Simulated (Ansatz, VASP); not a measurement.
**One calculation of Ge, two programs**

```
CELL_PARAMETERS angstrom
4.02269 0.00000 0.00000
-2.01134 3.48375 0.00000
0.00000 0.00000 18.86852
ATOMIC_POSITIONS crystal
Ge 0.33333 0.66667 0.27476
Ge 0.66667 0.33333 0.23849
Ge 0.66667 0.33333 0.56011
Ge 0.00000 0.00000 0.52385
```

Alike in both runs: task single point; functional PBE; dispersion D3(BJ); k mesh 9 × 9 × 1; occupations gaussian, width 0.1 eV; no spin polarisation.

|  | VASP | Ansatz |
| --- | --- | --- |
| version | VASP 6.6.1 | Ansatz 0.2.0 |
| potentials or method | VASP PAW PBE potentials, release 64 (Ge_d), cutoff 520 eV | scalar-relativistic, plane waves, PAW |
| valence electrons in the cell | 56 | 56 |

```tsv
	VASP	Ansatz	Ansatz less VASP
gap on the k mesh at the Fermi level (eV)	none	none	-
rms of the force components (eV/Å)	0.029	0.029	-0.0001
```

Atom by atom the forces differ by 0.001 eV/Å (rms over components). A gap of «none» marks a metal or a gap that the smearing closes.
